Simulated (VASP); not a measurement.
# Y (Im-3m) in VASP: further runs

The runs below take Y through single point, with LDA.

All numbers are computed with VASP 6.6.1; they aren't measurements. Logs are shortened: lines on timing, memory, paths and dates and some standing lists are left out, and cuts for length are marked.

### 1 The cell of the first run

The structure is cubic, space group Im-3m (No. 229). Conventional cell: a = 3.807 Å, b = 3.807 Å, c = 3.807 Å, α = 90.00°, β = 90.00°, γ = 90.00°. Y (site symmetry m-3m) has 14 Y at 3.30 to 3.81 Å within 4.3 Å.

This isn't the form of Y at room conditions, which is hcp.

### 2 Single point, LDA (27.59 Å³/atom)

Input file INCAR:

```
PREC = Accurate ; ENCUT = 520
EDIFF = 1E-7 ; ISMEAR = -1
SIGMA = 0.1 ; LREAL = False
LASPH = True ; NELM = 60
ALGO = Normal ; ISIF = 2
LWAVE = False ; LCHARG = False
NBANDS = 12
```

Input file KPOINTS:

```
Automatic mesh
0
Gamma
  13 13 13
```

Input file POSCAR:

```
Y
1.0
   -1.9035477941      1.9035477941      1.9035477941
    1.9035477941     -1.9035477941      1.9035477941
    1.9035477941      1.9035477941     -1.9035477941
Y
1
Direct
    0.0000000000      0.0000000000      0.0000000000
```

Potentials or basis: VASP PAW LDA potentials, release 64 (Y_sv).

The run is started by

```console
$ cat potpaw_LDA.64/Y_sv/POTCAR > POTCAR
$ mpirun -np 1 vasp_std > vasp.out
```

OUTCAR:

```text
PREC = Accurate
   ENCUT = 520
   EDIFF = 1E-7
   ISMEAR = -1
   LREAL = False
   LASPH = True
   NELM = 60
   ISIF = 2

 ion  position               nearest neighbor table
   1  0.000  0.000  0.000-

  LATTYP: Found a body centered cubic cell.
 ALAT       =     3.8070955882

  Lattice vectors:

 A1 = (  -1.9035477941,   1.9035477941,   1.9035477941)
 A2 = (   1.9035477941,  -1.9035477941,   1.9035477941)
 A3 = (   1.9035477941,   1.9035477941,  -1.9035477941)

Analysis of symmetry for initial positions (statically):
=====================================================================
 Subroutine PRICEL returns:
 Original cell was already a primitive cell.

 Routine SETGRP: Setting up the symmetry group for a
 body centered cubic supercell.

 Subroutine GETGRP returns: Found 48 space group operations
 (whereof 48 operations were pure point group operations)
 out of a pool of 48 trial point group operations.

The static configuration has the point symmetry O_h .

Analysis of symmetry for dynamics (positions and initial velocities):
=====================================================================
 Subroutine PRICEL returns:
 Original cell was already a primitive cell.

 Routine SETGRP: Setting up the symmetry group for a
 body centered cubic supercell.

 Subroutine GETGRP returns: Found 48 space group operations
 (whereof 48 operations were pure point group operations)
 out of a pool of 48 trial point group operations.

The dynamic configuration has the point symmetry O_h .

 Subroutine INISYM returns: Found 48 space group operations
 (whereof 48 operations are pure point group operations),
 and found     1 'primitive' translations

----------------------------------------------------------------------------------------

                                     Primitive cell

  volume of cell :      27.5900

  direct lattice vectors                    reciprocal lattice vectors
    -1.903547794  1.903547794  1.903547794     0.000000000  0.262667426  0.262667426
     1.903547794 -1.903547794  1.903547794     0.262667426  0.000000000  0.262667426
     1.903547794  1.903547794 -1.903547794     0.262667426  0.262667426  0.000000000

  length of vectors
     3.297041494  3.297041494  3.297041494     0.371467837  0.371467837  0.371467837

  position of ions in fractional coordinates (direct lattice)
     0.000000000  0.000000000  0.000000000

  ion indices of the primitive-cell ions
   primitive index   ion index
                 1           1

----------------------------------------------------------------------------------------

 KPOINTS: Automatic mesh

Automatic generation of k-mesh.
 Grid dimensions read from file:
 generate k-points for:   13   13   13

 Generating k-lattice:

  Cartesian coordinates                     Fractional coordinates (reciprocal lattice)
     0.000000000  0.020205187  0.020205187     0.076923077  0.000000000  0.000000000
     0.020205187  0.000000000  0.020205187     0.000000000  0.076923077  0.000000000
     0.020205187  0.020205187  0.000000000     0.000000000  0.000000000  0.076923077

  Length of vectors
     0.028574449  0.028574449  0.028574449

  Shift w.r.t. Gamma in fractional coordinates (k-lattice)
     0.000000000  0.000000000  0.000000000

 Subroutine IBZKPT returns following result:
 ===========================================

 Found     84 irreducible k-points:

 Following reciprocal coordinates:
            Coordinates               Weight
  0.000000  0.000000  0.000000      1.000000
  0.076923  0.000000  0.000000     12.000000
  0.153846  0.000000  0.000000     12.000000
  0.230769  0.000000  0.000000     12.000000
  0.307692  0.000000  0.000000     12.000000
  0.384615  0.000000  0.000000     12.000000
[... 16 lines left out ...]
  0.153846  0.076923  0.076923     24.000000
  0.230769  0.076923  0.076923     24.000000
 [... further k-points ...]
   k-points           NKPTS =     84   k-points in BZ     NKDIM =     84   number of bands    NBANDS=     12
   number of dos      NEDOS =    301   number of ions     NIONS =      1
   total plane-waves  NPLWV =  21952
   dimension x,y,z NGX =    28 NGY =   28 NGZ =   28
   dimension x,y,z NGXF=    56 NGYF=   56 NGZF=   56
   ions per type =               1
   NGX,Y,Z   is equivalent  to a cutoff of  14.12, 14.12, 14.12 a.u.
   NGXF,Y,Z  is equivalent  to a cutoff of  28.24, 28.24, 28.24 a.u.
 SYSTEM =  unknown system
   PREC   = accura    normal or accurate (medium, high low for compatibility)
   ISTART =      0    job   : 0-new  1-cont  2-samecut
   ICHARG =      2    charge: 1-file 2-atom 10-const
   ISPIN  =      1    spin polarized calculation?
   LNONCOLLINEAR =      F non collinear calculations
   LSORBIT =      F    spin-orbit coupling
   LASPH  =      T    aspherical Exc in radial PAW
   ENCUT  =  520.0 eV  38.22 Ry    6.18 a.u.   6.13  6.13  6.13*2*pi/ulx,y,z
   NELM   =     60;   NELMIN=  2; NELMDL= -5     # of ELM steps
   EDIFF  = 0.1E-06   stopping-criterion for ELM
   LREAL  =      F    real-space projection
   EDIFFG = 0.1E-05   stopping-criterion for IOM
   NSW    =      0    number of steps for IOM
   IBRION =     -1    ionic relax: 0-MD 1-quasi-New 2-CG
   NFREE  =      0    steps in history (QN), initial steepest desc. (CG)
   ISIF   =      2    stress and relaxation
   ISYM   =      2    0-nonsym 1-usesym 2-fastsym
   POTIM  = 0.5000    time-step for ionic-motion
   TEBEG  =    0.0;   TEEND  =   0.0 temperature during run
   PSTRESS=    0.0 pullay stress
   NELECT =      11.0000    total number of electrons
   NUPDOWN=      -1.0000    fix difference up-down
   EMIN   =  10.00;   EMAX   =-10.00  energy-range for DOS
   EFERMI =   0.00;   METHOD = LEGACY
   ISMEAR =    -1;   SIGMA  =   0.10  broadening in eV -4-tet -1-fermi 0-gaus
   EFERMI_NEDOS =   21; number of points for ismear=-14 and -15
   IALGO  =     38    algorithm
   IMIX   =      4    mixing-type and parameters
     AMIX     =   0.40;   BMIX     =  1.00
     AMIX_MAG =   1.60;   BMIX_MAG =  1.00
  volume/ion in A,a.u.               =      27.59       186.19
  Fermi-wavevector in a.u.,A,eV,Ry     =   1.204912  2.276953 19.753109  1.451813
  Thomas-Fermi vector in A             =   2.340623
   LORBIT       =      0    0 simple, 1 ext, 2 COOP (PROOUT), +10 PAW based schemes
   GGA     = CA    functional components
   LHFCALC =     F    Hartree Fock is set to
   AEXX    =    0.0000 exact exchange contribution
   IVDW    =     0    specifies the selected vdW correction
   LEPSILON=     F    determine dielectric tensor
   LRPA    =     F    only Hartree local field effects (RPA)
 non-spin polarized calculation
  energy-cutoff  :      520.00
  volume of cell :       27.59
 maximum number of plane-waves:       767
 NGX is ok and might be reduce to    28
   NGX = 13   NGY = 13   NGZ = 13

 number of electron      11.0000000 magnetization

 Free energy of the ion-electron system (eV)
  ---------------------------------------------------
  ext. energy  EPLUGINS =         0.00000000
  ---------------------------------------------------
  free energy    TOTEN  =        -6.82756660 eV

  energy without entropy =       -6.75602549  energy(sigma->0) =       -6.79179604

 E-fermi :   3.8472     XC(G=0): -10.3446

 val. band max:        3.8440700592   @ k =   0.2308   0.2308   0.2308
 cond. band min:       3.8475111593   @ k =   0.2308   0.1538   0.0769
 fundamental gap:      0.0034411001
 Fermi energy:         3.8471915667

 k-point     1 :       0.0000    0.0000    0.0000
  band No.  band energies     occupation
      1     -38.3528      2.00000
      2     -17.9911      2.00000
      3     -17.9911      2.00000
      4     -17.9911      2.00000
      5      -1.1684      2.00000
      6       5.6477      0.00000
      7       5.6477      0.00000
      8       5.6477      0.00000
      9       7.9942      0.00000
     10       7.9942      0.00000
     11      14.8172      0.00000
     12      14.8172      0.00000

 k-point     2 :       0.0769    0.0000    0.0000
  band No.  band energies     occupation
      1     -38.3446      2.00000
      2     -18.0524      2.00000
      3     -18.0093      2.00000
      4     -17.9917      2.00000
      5      -0.9788      2.00000
      6       5.5066      0.00000
      7       5.5850      0.00000
      8       5.8327      0.00000
      9       7.7681      0.00000
     10       7.9859      0.00000
     11      15.0059      0.00000
     12      15.1714      0.00000

 k-point     3 :       0.1538    0.0000    0.0000
  band No.  band energies     occupation
      1     -38.3218      2.00000
      2     -18.2184      2.00000
      3     -18.0591      2.00000
      4     -17.9932      2.00000
      5      -0.4481      2.00000
      6       5.1515      0.00000
      7       5.3082      0.00000
      8       6.3775      0.00000
      9       7.4791      0.00000
     10       7.9898      0.00000
     11      15.3905      0.00000
     12      16.1613      0.00000

 k-point     4 :       0.2308    0.0000    0.0000
  band No.  band energies     occupation
      1     -38.2896      2.00000
      2     -18.4440      2.00000
      3     -18.1283      2.00000
      4     -17.9954      2.00000
      5       0.3016      2.00000
      6       4.7179      0.00033
      7       4.8482      0.00009
      8       7.2506      0.00000
      9       7.5206      0.00000
     10       8.0627      0.00000
     11      15.3081      0.00000
     12      16.8371      0.00000

 k-point     5 :       0.3077    0.0000    0.0000
  band No.  band energies     occupation
      1     -38.2551      2.00000
      2     -18.6738      2.00000
      3     -18.2006      2.00000
      4     -17.9978      2.00000
      5       1.0325      2.00000
      6       4.3187      0.01776
      7       4.5775      0.00135
      8       7.7685      0.00000
      9       8.2405      0.00000
     10       8.3903      0.00000
     11      14.4311      0.00000
     12      15.7173      0.00000
[... 228 lines left out ...]
      1     -38.1911      2.00000
      2     -18.7402      2.00000
      3     -18.5891      2.00000
      4     -18.1128      2.00000
      5       2.9929      1.99961
      6       3.7124      1.58770
      7       4.0593      0.21421
      8       8.1757      0.00000
      9       8.5530      0.00000
     10      11.5615      0.00000
     11      12.7567      0.00000
     12      14.1156      0.00000

 k-point    22 :       0.0769    0.0769    0.0769
  band No.  band energies     occupation
      1     -38.3085      2.00000
      2     -18.3289      2.00000
      3     -18.0338      2.00000
      4     -18.0338      2.00000
      5      -0.1172      2.00000
      6       4.9306      0.00004
      7       4.9306      0.00004
      8       6.9398      0.00000
      9       7.7722      0.00000
     10       7.7722      0.00000
     11      15.5417      0.00000
     12      16.6398      0.00000

 k-point    23 :       0.1538    0.0769    0.0769
  band No.  band energies     occupation
      1     -38.2793      2.00000
      2     -18.5164      2.00000
      3     -18.1085      2.00000
      4     -18.0403      2.00000
      5       0.6162      2.00000
      6       4.4984      0.00297
      7       4.5099      0.00265
      8       7.7088      0.00000
      9       7.9193      0.00000
     10       8.0634      0.00000
     11      15.7988      0.00000
     12      16.7011      0.00000

 k-point    24 :       0.2308    0.0769    0.0769
  band No.  band energies     occupation
      1     -38.2481      2.00000
      2     -18.6945      2.00000
      3     -18.2022      2.00000
      4     -18.0473      2.00000
      5       1.3767      2.00000
      6       4.1424      0.09923
      7       4.2570      0.03268
      8       7.8847      0.00000
      9       8.3260      0.00000
     10       9.0692      0.00000
     11      14.8735      0.00000
     12      15.5074      0.00000

 [... further k-points ...]

------------------------ aborting loop because EDIFF is reached ----------------------------------------

  FORCE on cell =-STRESS in cart. coord.  units (eV):
  Direction    XX          YY          ZZ          XY          YZ          ZX
  --------------------------------------------------------------------------------------
  -------------------------------------------------------------------------------------
  Total        0.6741713      0.6741713      0.6741713      0.0000000      0.0000000     -0.0000000
  in kB       39.1497961     39.1497961     39.1497961      0.0000000      0.0000000     -0.0000000
  external PRESSURE =      39.1497961 kB  Pullay stress =       0.0000000 kB

 VOLUME and BASIS-vectors are now :
 -----------------------------------------------------------------------------
  energy-cutoff  :      520.00
  volume of cell :       27.59
      direct lattice vectors                 reciprocal lattice vectors
    -1.903547794  1.903547794  1.903547794     0.000000000  0.262667426  0.262667426
     1.903547794 -1.903547794  1.903547794     0.262667426  0.000000000  0.262667426
     1.903547794  1.903547794 -1.903547794     0.262667426  0.262667426  0.000000000

 POSITION                                       TOTAL-FORCE (eV/Angst)
 -----------------------------------------------------------------------------------
      0.00000      0.00000      0.00000        -0.000000     -0.000000      0.000000
 -----------------------------------------------------------------------------------
    total drift:                               -0.000000     -0.000000     -0.000000

  FREE ENERGIE OF THE ION-ELECTRON SYSTEM (eV)
  ---------------------------------------------------
  free  energy   TOTEN  =        -6.8275665975 eV

  energy  without entropy=       -6.7560254877  energy(sigma->0) =       -6.79179604
```

Run time: 24 s. Hardware: 1 thread of Intel Xeon Platinum 8259CL at 2.50GHz (Skylake/Cascade Lake), shared host; peak memory 0.18 GiB.

What came out:

```
Free energy            : -6.8276 eV
Pressure               : 3.9 GPa
Band gap on the k mesh : zero (an odd number of electrons rules out a gap without spin polarisation)
```

Levels at points of the mesh, in eV from the Fermi level:
```tsv
k point	band 1	band 2	band 3	band 4	band 5	band 6	band 7	band 8	band 9	band 10
(0.00, 0.00, 0.00)	-42.20	-21.84	-21.84	-21.84	-5.02	1.80	1.80	1.80	4.15	4.15
```

Caveat: the cell stands under pressure.

[end of part 1 of 2]
